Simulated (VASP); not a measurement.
# La (Fd-3m) in VASP: a series of runs, part 2 of 2

VASP 6.6.1.

### Step 4. Relaxation of cell and atoms, PBE, target pressure 4.4 GPa, at which the enthalpy is minimised

Input file INCAR:

```
ALGO     = Normal         # electronic algorithm
EDIFF    = 1E-6           # SCF threshold, eV
EDIFFG   = -0.005         # ionic threshold
ENCUT    = 600            # plane-wave cutoff, eV
GGA      = PE             # functional
IBRION   = 2              # ionic algorithm
ISIF     = 3              # what is computed and relaxed
ISMEAR   = -1             # smearing method
LASPH    = T              # aspherical terms in the spheres
LCHARG   = F              # write CHGCAR
LREAL    = F              # projectors in reciprocal space
LWAVE    = F              # write WAVECAR
NELM     = 60             # most SCF steps
NSW      = 32             # ionic steps
PREC     = Accurate       # precision mode
PSTRESS  = 44.0         
SIGMA    = 0.05           # smearing width, eV
```

Input file KPOINTS:

```
k-points
0
Gamma
  10 10 10
```

Input file POSCAR:

```
La
1.0
    0.0000000000      3.2529503673      3.2529503673
    3.2529503673      0.0000000000      3.2529503673
    3.2529503673      3.2529503673      0.0000000000
La
2
Direct
   -0.1250000000     -0.1250000000     -0.1250000000
    0.1250000000      0.1250000000      0.1250000000
```

Potentials or basis: VASP PAW PBE potentials, release 64 (La).

Run with:

```
$ cat potpaw_PBE.64/La/POTCAR > POTCAR
$ mpirun -np 1 vasp_std > vasp.out
```

OUTCAR:

```text
EDIFF = 1E-6
   EDIFFG = -0.005
   ENCUT = 600
   GGA = PE
   IBRION = 2
   ISIF = 3
   ISMEAR = -1
   LASPH = T
   LREAL = F
   NELM = 60
   NSW = 32
   PREC = Accurate
   PSTRESS = 44.0

 ion  position               nearest neighbor table
   1  0.875  0.875  0.875-   2 2.82   2 2.82   2 2.82   2 2.82
   2  0.125  0.125  0.125-   1 2.82   1 2.82   1 2.82   1 2.82

  LATTYP: Found a face centered cubic cell.
 ALAT       =     6.5059007346

  Lattice vectors:

 A1 = (   0.0000000000,   3.2529503673,   3.2529503673)
 A2 = (   3.2529503673,   0.0000000000,   3.2529503673)
 A3 = (   3.2529503673,   3.2529503673,   0.0000000000)

Analysis of symmetry for initial positions (statically):
[... 6 lines left out ...]

 Subroutine GETGRP returns: Found 48 space group operations
 (whereof 12 operations were pure point group operations)
 out of a pool of 48 trial point group operations.
[... 253 lines left out ...]

 val. band max:        8.1859121836   @ k =   0.4000   0.0000   0.0000
 cond. band min:       8.2204776698   @ k =   0.4000   0.4000   0.0000
 fundamental gap:      0.0345654862
 Fermi energy:         8.1876055267

 k-point     1 :       0.0000    0.0000    0.0000
  band No.  band energies     occupation
      1     -25.4630      2.00000
      2     -23.3457      2.00000
      3      -9.6588      2.00000
      4      -9.6588      2.00000
      5      -9.6588      2.00000
      6      -7.2283      2.00000
      7      -7.2283      2.00000
      8      -7.2283      2.00000
      9       5.8383      2.00000
     10       7.3638      2.00000
     11       7.3638      2.00000
     12       9.1427      0.00000
     13       9.1427      0.00000
     14       9.1427      0.00000
[... 401 lines left out ...]
      2     -24.0157      2.00000
      3     -10.2301      2.00000
      4     -10.1963      2.00000
      5      -8.8985      2.00000
      6      -7.8057      2.00000
      7      -6.3957      2.00000
      8      -6.3641      2.00000
      9       6.0729      2.00000
     10       7.0382      2.00000
     11       8.1795      1.08118
     12       8.4155      0.02074
     13       8.6752      0.00012
     14       9.5399      0.00000
     15       9.6592      0.00000

 [... further k-points ...]
[... 5 lines left out ...]
  --------------------------------------------------------------------------------------
  -------------------------------------------------------------------------------------
  Total        1.8883873      1.8883873      1.8883873      0.0000000      0.0000000      0.0000000
  in kB       44.0172079     44.0172079     44.0172079      0.0000000      0.0000000      0.0000000
  external PRESSURE =       0.0172079 kB  Pullay stress =      44.0000000 kB
[... 21 lines left out ...]
  energy  without entropy=       -7.6608934281  energy(sigma->0) =       -7.66672626

  enthalpy is  TOTEN    =        -5.7849100482 eV   P V=        1.8876490382

 reached required accuracy - stopping structural energy minimisation
```

OSZICAR:

```text
N       E                     dE             d eps       ncg     rms          rms(c)
DAV:   1     0.263514378140E+03    0.26351E+03   -0.89787E+03  1434   0.233E+03
DAV:   2     0.361496475987E+02   -0.22736E+03   -0.22512E+03  2160   0.359E+02
DAV:   3    -0.289717373921E+01   -0.39047E+02   -0.38520E+02  2386   0.175E+02
[... 21 lines left out ...]
DAV:   1    -0.767297634917E+01   -0.35625E-02   -0.11920E-02  1900   0.119E+00    0.110E-01
DAV:   2    -0.767261205273E+01    0.36430E-03   -0.16383E-03  2566   0.556E-01    0.363E-02
DAV:   3    -0.767256422380E+01    0.47829E-04   -0.30320E-04  2277   0.199E-01    0.861E-03
DAV:   4    -0.767255979463E+01    0.44292E-05   -0.28926E-05  2672   0.647E-02    0.396E-03
DAV:   5    -0.767255908639E+01    0.70825E-06   -0.45810E-06  1934   0.229E-02
   3 F= -.57849100E+01 E0= -.57790772E+01  d E =-.354886E-04
```

CONTCAR:

```text
La
   1.00000000000000
     0.0000000000000000    3.2512451732463594    3.2512451732463594
     3.2512451732463594   -0.0000000000000000    3.2512451732463594
     3.2512451732463594    3.2512451732463594   -0.0000000000000000
  La
     2
Direct
     0.8750000000000000    0.8750000000000000    0.8750000000000000
     0.1250000000000000    0.1250000000000000    0.1250000000000000

  0.00000000E+00  0.00000000E+00  0.00000000E+00
  0.00000000E+00  0.00000000E+00  0.00000000E+00
```

It took 92 s on 1 thread of Intel Xeon 6975P-C (Granite Rapids), shared host; peak memory 0.28 GiB.

What came out:

```
Free energy                                            : -7.6726 eV
Relaxed volume                                         : 34.37 Å³/atom
Relaxed cell                                           : a = 4.598 Å, b = 4.598 Å, c = 4.598 Å, α = 60.00°, β = 60.00°, γ = 60.00°
Space group after relaxing (to 0.05 Å)                 : Fd-3m (No. 227)
Energy change on relaxing (the enthalpy is what falls) : +1.5 meV/atom
Ionic steps                                            : 3
Pressure after relaxing                                : 4.4 GPa
Band gap on the k mesh                                 : zero (band 11 reaches 8.22 eV, above the bottom of band 12 at 8.04 eV)
```

Step by step:
| step | energy change (eV) | largest force (eV/Å) | pressure (GPa) | volume (Å³) |
| --- | --- | --- | --- | --- |
| 1 | 0.0000 | 0.0000 | 4.30 | 68.84 |
| 2 | 0.0061 | 0.0000 | 4.52 | 68.62 |
| 3 | 0.0029 | 0.0000 | 4.40 | 68.74 |

Final structure:
```
La
1.0
     0.00000    3.25125    3.25125
     3.25125    0.00000    3.25125
     3.25125    3.25125    0.00000
La
2
Direct
  0.87500 0.87500 0.87500
  0.12500 0.12500 0.12500
```

Levels at points of the mesh, in eV from the Fermi level:
```csv
k point,band 9,band 10,band 11,band 12,band 13,band 14
"(0.00, 0.00, 0.00)",-2.35,-0.82,-0.82,0.96,0.96,0.96
"(0.50, 0.00, 0.00)",-1.27,-0.67,-0.67,-0.15,0.05,0.05
"(0.50, 0.50, 0.00)",-1.84,-1.84,-0.15,-0.15,0.76,0.76
```

Caveat: the cell is relaxed towards a set pressure, so the enthalpy falls and the energy may rise; spin-orbit coupling is left out, which moves the levels of the heavy elements.

### Step 5. Relaxation of cell and atoms, PBE, target pressure 4.4 GPa, at which the enthalpy is minimised

This run uses another cell than the first one, of 39.16 Å³/atom, 1.138 times its volume.

Input file INCAR:

```
ALGO = Normal
EDIFF = 1E-6
EDIFFG = -0.005
ENCUT = 600
GGA = PE
IBRION = 2
ISIF = 3
ISMEAR = -1
LASPH = True
LCHARG = False
LREAL = False
LWAVE = False
NELM = 80
NSW = 60
PREC = Accurate
PSTRESS = 44.0
SIGMA = 0.05
```

KPOINTS is that of step 4.

Input file POSCAR:

```
La
1.0
    0.0000000000      3.3957219170      3.3957219170
    3.3957219170      0.0000000000      3.3957219170
    3.3957219170      3.3957219170      0.0000000000
La
2
Direct
   -0.1250000000     -0.1250000000     -0.1250000000
    0.1250000000      0.1250000000      0.1250000000
```

Run with:

```
$ cat potpaw_PBE.64/La/POTCAR > POTCAR
$ mpirun -np 1 vasp_std > vasp.out
```

Run time: 3.6 min. Hardware: 1 thread of Intel Xeon 6975P-C (Granite Rapids), shared host; peak memory 0.3 GiB.

Results (log left out):

| Item | Value |
| --- | --- |
| Free energy | -7.6735 eV |
| Relaxed volume | 34.37 Å³/atom |
| Relaxed cell | a = 4.598 Å, b = 4.598 Å, c = 4.598 Å, α = 60.00°, β = 60.00°, γ = 60.00° |
| Space group after relaxing (to 0.05 Å) | Fd-3m (No. 227) |
| Energy change on relaxing (the enthalpy is what falls) | +23.1 meV/atom |
| Ionic steps | 6 |
| Pressure after relaxing | 4.4 GPa |
| Band gap on the k mesh | zero (band 11 reaches 8.22 eV, above the bottom of band 12 at 8.04 eV) |

Step by step:
| step | energy change (eV) | largest force (eV/Å) | pressure (GPa) | volume (Å³) |
| --- | --- | --- | --- | --- |
| 1 | 0.0000 | 0.0000 | -1.91 | 78.31 |
| 2 | 0.3956 | 0.0000 | 13.17 | 62.09 |
| 3 | 0.0422 | 0.0000 | 4.26 | 68.88 |
| 4 | 0.0471 | 0.0000 | 4.43 | 68.70 |
| 5 | 0.0454 | 0.0000 | 4.37 | 68.77 |
| 6 | 0.0461 | 0.0000 | 4.38 | 68.74 |

Final structure:
```
La
1.0
     0.00000    3.25128    3.25128
     3.25128    0.00000    3.25128
     3.25128    3.25128    0.00000
La
2
Direct
  0.87500 0.87500 0.87500
  0.12500 0.12500 0.12500
```

Levels at points of the mesh, in eV from the Fermi level:
```csv
k point,band 8,band 9,band 10,band 11,band 12,band 13,band 14,band 15
"(0.00, 0.00, 0.00)",-15.42,-2.35,-0.82,-0.82,0.96,0.96,0.96,1.76
"(0.50, 0.00, 0.00)",-14.92,-1.27,-0.67,-0.67,-0.15,0.05,0.05,1.81
"(0.50, 0.50, 0.00)",-14.37,-1.84,-1.84,-0.15,-0.15,0.76,0.76,1.87
```

Caveat: the cell is relaxed towards a set pressure, so the enthalpy falls and the energy may rise; spin-orbit coupling is left out, which moves the levels of the heavy elements.

### Step 6. Overview

```csv
task,cell,cutoff (eV),gap on the mesh (eV),pressure (GPa)
single point,"a = 4.600 Å, angles 60.0°, 2 atoms",520,none,4.3
single point,"a = 4.601 Å, angles 60.0°, 2 atoms",520,none,4.3
relaxation of cell and atoms,"relaxed to 4.4 GPa from a = 4.600 Å, angles 60.0°, 2 atoms",600,none,4.4
relaxation of cell and atoms,"relaxed to 4.4 GPa from a = 4.802 Å, angles 60.0°, 2 atoms",600,none,4.4
```

Alike in all rows: level PBE; potentials or basis VASP PAW PBE potentials, release 64 (La); no spin polarisation; k mesh 10 × 10 × 10; smearing fermi-dirac 0.05 eV.

Caveats: spin-orbit coupling is left out, which moves the levels of the heavy elements; the cell is relaxed towards a set pressure, so the enthalpy falls and the energy may rise (some runs).

Total energies depend on the potentials used, so only differences within one code and one set of settings carry meaning.
